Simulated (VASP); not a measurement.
# B2Ir2Rh (I4/mmm) in VASP: a series of runs

Runs on B2Ir2Rh. Level: r2SCAN. Tasks: single point, relaxation of cell and atoms.

Program: VASP 6.6.1. These are calculated values, not measurements. Logs are shortened: lines on timing, memory, paths and dates and some standing lists are left out, and cuts for length are marked.

### Step 1. The cell of the first run

The structure is tetragonal, space group I4/mmm (No. 139). Conventional cell: a = 2.819 Å, b = 2.819 Å, c = 14.192 Å, α = 90.00°, β = 90.00°, γ = 90.00°. Within 2.8 Å of Ir (site symmetry 4mm) lie 4 B at 2.12 Å and 4 Rh at 2.79 Å. Within 2.6 Å of B (site symmetry -4m2) lie 4 B at 1.99 Å and 4 Ir at 2.12 Å. Rh (site symmetry 4/mmm) has 8 Ir at 2.79 Å and 4 Rh at 2.82 Å within 3.7 Å.

### Step 2. Single point, r2SCAN

File POSCAR:

```
B2Ir2Rh
1.0
    0.0000000000      2.8194459253     -0.0000001136
    2.8194459253      0.0000000000     -0.0000001136
    1.4097226768      1.4097226768     -7.0960419266
Ir B Rh
2 2 1
Direct
    0.3620253207      0.3620253207      0.2759493585
    0.6379746793      0.6379746793      0.7240506415
    0.7500000000      0.2500000000      0.5000000000
    0.2500000000      0.7500000000      0.5000000000
    0.0000000000      0.0000000000      0.0000000000
```

File INCAR.step1:

```
PREC = Accurate
ENCUT = 520
ISMEAR = 1
SIGMA = 0.1901
LREAL = F
LASPH = T
NELM = 100
NBANDS = 28
GGA = PE
ALGO = Normal
EDIFF = 1E-4
LWAVE = T
LCHARG = F
```

File INCAR.step2:

```
PREC = Accurate
ENCUT = 520
EDIFF = 1E-6
ISMEAR = 1
SIGMA = 0.1901
LREAL = F
LASPH = T
NELM = 100
ALGO = Normal
ISIF = 2
LWAVE = F
LCHARG = F
METAGGA = R2SCAN
LMIXTAU = T
NBANDS = 28
ISTART = 1
```

File KPOINTS:

```
Automatic mesh
0
Gamma
  6 6 6
```

Potentials or basis: VASP PAW PBE potentials, release 64 (Ir, B, Rh_pv).

Launch:

```console
$ cat potpaw_PBE.64/Ir/POTCAR potpaw_PBE.64/B/POTCAR potpaw_PBE.64/Rh_pv/POTCAR > POTCAR
$ cp INCAR.step1 INCAR
$ mpirun -np 1 vasp_std > vasp.out
$ cp INCAR.step2 INCAR
$ mpirun -np 1 vasp_std > vasp.out
```

OUTCAR:

```text
PREC = Accurate
   ENCUT = 520
   EDIFF = 1E-6
   ISMEAR = 1
   LREAL = F
   LASPH = T
   NELM = 100
   ISIF = 2
   METAGGA = R2SCAN
   ISTART = 1

 ion  position               nearest neighbor table
   1  0.362  0.362  0.276-   4 2.12   3 2.12   3 2.12   4 2.12   5 2.79   5 2.79   5 2.79   5 2.79

   2  0.638  0.638  0.724-   4 2.12   3 2.12   3 2.12   4 2.12   5 2.79   5 2.79   5 2.79   5 2.79

   3  0.750  0.250  0.500-   4 1.99   4 1.99   4 1.99   4 1.99   2 2.12   1 2.12   2 2.12   1 2.12

   4  0.250  0.750  0.500-   3 1.99   3 1.99   3 1.99   3 1.99   1 2.12   2 2.12   2 2.12   1 2.12

   5  0.000  0.000  0.000-   1 2.79   2 2.79   2 2.79   2 2.79   1 2.79   1 2.79   2 2.79   1 2.79

  LATTYP: Found a body centered tetragonal cell.
 ALAT       =     2.8194459253
 C/A-ratio  =     5.0336427802

  Lattice vectors:

 A1 = (  -1.4097226768,   1.4097232485,   7.0960418130)
 A2 = (   1.4097232485,  -1.4097226768,   7.0960418130)
 A3 = (   1.4097226768,   1.4097226768,  -7.0960419266)

Analysis of symmetry for initial positions (statically):
=====================================================================
 Subroutine PRICEL returns:
 Original cell was already a primitive cell.

 Routine SETGRP: Setting up the symmetry group for a
 body centered tetragonal supercell.

 Subroutine GETGRP returns: Found 16 space group operations
 (whereof 16 operations were pure point group operations)
 out of a pool of 16 trial point group operations.

The static configuration has the point symmetry D_4h.

Analysis of symmetry for dynamics (positions and initial velocities):
=====================================================================
 Subroutine PRICEL returns:
 Original cell was already a primitive cell.

 Routine SETGRP: Setting up the symmetry group for a
 body centered tetragonal supercell.

 Subroutine GETGRP returns: Found 16 space group operations
 (whereof 16 operations were pure point group operations)
 out of a pool of 16 trial point group operations.

The dynamic configuration has the point symmetry D_4h.

 Subroutine INISYM returns: Found 16 space group operations
 (whereof 16 operations are pure point group operations),
 and found     1 'primitive' translations

----------------------------------------------------------------------------------------

                                     Primitive cell

  volume of cell :      56.4084

  direct lattice vectors                    reciprocal lattice vectors
     0.000000000  2.819445925 -0.000000114     0.000000003  0.354679620  0.070461803
     2.819445925  0.000000000 -0.000000114     0.354679620  0.000000003  0.070461803
     1.409722677  1.409722677 -7.096041927    -0.000000006 -0.000000006 -0.140923634

  length of vectors
     2.819445925  2.819445925  7.370783342     0.361610976  0.361610976  0.140923634

  position of ions in fractional coordinates (direct lattice)
     0.362025321  0.362025321  0.275949359
     0.637974679  0.637974679  0.724050641
     0.750000000  0.250000000  0.500000000
     0.250000000  0.750000000  0.500000000
     0.000000000  0.000000000  0.000000000

  ion indices of the primitive-cell ions
   primitive index   ion index
                 1           1
                 2           2
                 3           3
                 4           4
                 5           5

----------------------------------------------------------------------------------------

 KPOINTS: Automatic mesh

Automatic generation of k-mesh.
 Grid dimensions read from file:
 generate k-points for:    6    6    6

 Generating k-lattice:

  Cartesian coordinates                     Fractional coordinates (reciprocal lattice)
     0.000000000  0.059113270  0.011743634     0.166666667  0.000000000  0.000000000
     0.059113270  0.000000000  0.011743634     0.000000000  0.166666667  0.000000000
    -0.000000001 -0.000000001 -0.023487272     0.000000000  0.000000000  0.166666667

  Length of vectors
     0.060268496  0.060268496  0.023487272

  Shift w.r.t. Gamma in fractional coordinates (k-lattice)
     0.000000000  0.000000000  0.000000000

 Subroutine IBZKPT returns following result:
 ===========================================

 Found     30 irreducible k-points:

 Following reciprocal coordinates:
            Coordinates               Weight
  0.000000  0.000000  0.000000      1.000000
  0.166667 -0.000000 -0.000000      8.000000
  0.333333 -0.000000 -0.000000      8.000000
  0.500000 -0.000000 -0.000000      4.000000
  0.166667  0.166667  0.000000      8.000000
  0.333333  0.166667 -0.000000     16.000000
[... 16 lines left out ...]
 -0.333333 -0.333333  0.166667      4.000000
 -0.166667 -0.333333  0.166667     16.000000
 [... further k-points ...]
   k-points           NKPTS =     30   k-points in BZ     NKDIM =     30   number of bands    NBANDS=     28
   number of dos      NEDOS =    301   number of ions     NIONS =      5
   total plane-waves  NPLWV =  32256
   dimension x,y,z NGX =    24 NGY =   24 NGZ =   56
   dimension x,y,z NGXF=    48 NGYF=   48 NGZF=  112
   ions per type =               2   2   1
   NGX,Y,Z   is equivalent  to a cutoff of  14.15, 14.15, 12.63 a.u.
   NGXF,Y,Z  is equivalent  to a cutoff of  28.30, 28.30, 25.26 a.u.
 SYSTEM =  unknown system
   PREC   = accura    normal or accurate (medium, high low for compatibility)
   ISTART =      1    job   : 0-new  1-cont  2-samecut
   ICHARG =      0    charge: 1-file 2-atom 10-const
   ISPIN  =      1    spin polarized calculation?
   LNONCOLLINEAR =      F non collinear calculations
   LSORBIT =      F    spin-orbit coupling
   LASPH  =      T    aspherical Exc in radial PAW
   ENCUT  =  520.0 eV  38.22 Ry    6.18 a.u.   5.24  5.24 13.70*2*pi/ulx,y,z
   NELM   =    100;   NELMIN=  2; NELMDL=  0     # of ELM steps
   EDIFF  = 0.1E-05   stopping-criterion for ELM
   LREAL  =      F    real-space projection
   EDIFFG = 0.1E-04   stopping-criterion for IOM
   NSW    =      0    number of steps for IOM
   IBRION =     -1    ionic relax: 0-MD 1-quasi-New 2-CG
   NFREE  =      0    steps in history (QN), initial steepest desc. (CG)
   ISIF   =      2    stress and relaxation
   ISYM   =      2    0-nonsym 1-usesym 2-fastsym
   POTIM  = 0.5000    time-step for ionic-motion
   TEBEG  =    0.0;   TEEND  =   0.0 temperature during run
   PSTRESS=    0.0 pullay stress
   NELECT =      39.0000    total number of electrons
   NUPDOWN=      -1.0000    fix difference up-down
   EMIN   =  10.00;   EMAX   =-10.00  energy-range for DOS
   EFERMI =   0.00;   METHOD = LEGACY
   ISMEAR =     1;   SIGMA  =   0.19  broadening in eV -4-tet -1-fermi 0-gaus
   EFERMI_NEDOS =   21; number of points for ismear=-14 and -15
   IALGO  =     38    algorithm
   IMIX   =      4    mixing-type and parameters
     AMIX     =   0.40;   BMIX     =  1.00
     AMIX_MAG =   1.60;   BMIX_MAG =  1.00
  volume/ion in A,a.u.               =      11.28        76.13
  Fermi-wavevector in a.u.,A,eV,Ry     =   1.447600  2.735567 28.511617  2.095545
  Thomas-Fermi vector in A             =   2.565536
   LORBIT       =      0    0 simple, 1 ext, 2 COOP (PROOUT), +10 PAW based schemes
   METAGGA = R2SCAN    functional components
   LHFCALC =     F    Hartree Fock is set to
   AEXX    =    0.0000 exact exchange contribution
   IVDW    =     0    specifies the selected vdW correction
   LEPSILON=     F    determine dielectric tensor
   LRPA    =     F    only Hartree local field effects (RPA)
 non-spin polarized calculation
 Methfessel and Paxton  Order N= 1 SIGMA  =   0.19
  energy-cutoff  :      520.00
  volume of cell :       56.41
 maximum number of plane-waves:      1544
 NGX is ok and might be reduce to    24
   NGX = 11   NGY = 11   NGZ = 27

 number of electron      39.0000006 magnetization

 Free energy of the ion-electron system (eV)
  ---------------------------------------------------
  ext. energy  EPLUGINS =         0.00000000
  ---------------------------------------------------
  free energy    TOTEN  =      -144.29450043 eV

  energy without entropy =     -144.29201738  energy(sigma->0) =     -144.29367275

 E-fermi :   9.4847     XC(G=0): -14.5711

 val. band max:        9.4657642831   @ k =  -0.3333   0.0000   0.1667
 cond. band min:       9.4867354951   @ k =   0.5000  -0.0000  -0.0000
 fundamental gap:      0.0209712120
 Fermi energy:         9.4847266172

 k-point     1 :       0.0000    0.0000    0.0000
  band No.  band energies     occupation
      1     -38.0326      2.00000
      2     -37.9189      2.00000
      3     -37.9189      2.00000
      4      -5.4329      2.00000
      5       0.4333      2.00000
      6       2.5857      2.00000
[... 20 lines left out ...]
     27      20.0507      0.00000
     28      20.2898      0.00000

 k-point     2 :       0.1667   -0.0000   -0.0000
  band No.  band energies     occupation
      1     -38.0259      2.00000
      2     -37.9847      2.00000
      3     -37.9134      2.00000
      4      -5.0022      2.00000
      5       0.9435      2.00000
      6       2.3055      2.00000
[... 20 lines left out ...]
     27      19.7917      0.00000
     28      20.2160      0.00000

 k-point     3 :       0.3333   -0.0000   -0.0000
  band No.  band energies     occupation
      1     -38.1149      2.00000
      2     -38.0125      2.00000
      3     -37.9025      2.00000
      4      -3.8277      2.00000
      5       0.0298      2.00000
      6       1.9236      2.00000
[... 20 lines left out ...]
     27      18.2355      0.00000
     28      18.6193      0.00000

 k-point     4 :       0.5000   -0.0000   -0.0000
  band No.  band energies     occupation
      1     -38.1793      2.00000
      2     -38.0058      2.00000
      3     -37.8971      2.00000
      4      -2.1132      2.00000
      5      -2.1031      2.00000
      6       2.4293      2.00000
[... 578 lines left out ...]
     27      17.5404      0.00000
     28      19.5971      0.00000

 k-point    23 :      -0.3333   -0.3333    0.1667
  band No.  band energies     occupation
      1     -38.0963      2.00000
      2     -38.0934      2.00000
      3     -37.9933      2.00000
      4      -2.3372      2.00000
      5       1.0543      2.00000
      6       1.4727      2.00000
[... 20 lines left out ...]
     27      19.6737      0.00000
     28      19.8537      0.00000

 k-point    24 :      -0.1667   -0.3333    0.1667
  band No.  band energies     occupation
      1     -38.1083      2.00000
      2     -38.0061      2.00000
      3     -37.9671      2.00000
      4      -3.4281      2.00000
      5       0.3339      2.00000
      6       2.5569      2.00000
[... 20 lines left out ...]
     27      18.4611      0.00000
     28      19.7658      0.00000

 [... further k-points ...]
[... 5 lines left out ...]
  --------------------------------------------------------------------------------------
  -------------------------------------------------------------------------------------
  Total        0.7132460      0.7132460      0.9399607      0.0000000      0.0000000      0.0000000
  in kB       20.2584516     20.2584516     26.6978664      0.0000000      0.0000003      0.0000003
  external PRESSURE =      22.4049232 kB  Pullay stress =       0.0000000 kB

 VOLUME and BASIS-vectors are now :
 -----------------------------------------------------------------------------
  energy-cutoff  :      520.00
  volume of cell :       56.41
      direct lattice vectors                 reciprocal lattice vectors
     0.000000000  2.819445925 -0.000000114     0.000000003  0.354679620  0.070461803
     2.819445925  0.000000000 -0.000000114     0.354679620  0.000000003  0.070461803
     1.409722677  1.409722677 -7.096041927    -0.000000006 -0.000000006 -0.140923634

 POSITION                                       TOTAL-FORCE (eV/Angst)
 -----------------------------------------------------------------------------------
      1.40972      1.40972     -1.95815         0.000000      0.000000      0.153460
      2.81945      2.81945     -5.13789        -0.000000     -0.000000     -0.153460
      1.40972      2.81945     -3.54802         0.000000     -0.000000      0.000000
      2.81945      1.40972     -3.54802        -0.000000      0.000000      0.000000
      0.00000      0.00000      0.00000         0.000000     -0.000000      0.000000
 -----------------------------------------------------------------------------------
    total drift:                               -0.000000      0.000000      0.000000

  FREE ENERGIE OF THE ION-ELECTRON SYSTEM (eV)
  ---------------------------------------------------
  free  energy   TOTEN  =      -144.2945004294 eV

  energy  without entropy=     -144.2920173823  energy(sigma->0) =     -144.29367275
```

Run time: 2.7 min. Hardware: 1 thread of Intel Xeon Platinum 8259CL at 2.50GHz (Skylake/Cascade Lake), shared host; peak memory 0.21 GiB.

What came out:

```
Free energy   : -144.2945 eV
Pressure      : 2.2 GPa
Largest force : 0.153 eV/Å
```

Forces on the atoms (eV/Å):
```
Ir   0.000  0.000  0.153
Ir   0.000  0.000 -0.153
B    0.000  0.000  0.000
B    0.000  0.000  0.000
Rh   0.000  0.000  0.000
```

Stress tensor (GPa, compression positive):
```
2.03 0.00 0.00
0.00 2.03 0.00
0.00 0.00 2.67
```

Levels at points of the mesh, in eV from the Fermi level:
```csv
k point,band 17,band 18,band 19,band 20,band 21,band 22,band 23,band 24
"(0.00, 0.00, 0.00)",-1.27,-1.27,-0.92,-0.44,0.28,0.52,3.57,3.57
"(0.50, 0.00, 0.00)",-2.17,-0.98,-0.34,0.00,1.08,1.87,2.20,5.40
"(0.50, 0.50, 0.00)",0.68,0.86,0.94,0.94,0.97,1.46,3.05,4.39
"(0.00, 0.00, 0.50)",-0.87,-0.66,-0.52,-0.10,-0.10,0.32,2.70,2.70
```

Caveat: the k points lie up to 0.38 Å⁻¹ apart; the PAW data sets were made with another functional, which shifts forces and pressure a little; spin-orbit coupling is left out, which moves the levels of the heavy elements.

(Part 1 of 2 ends here.)
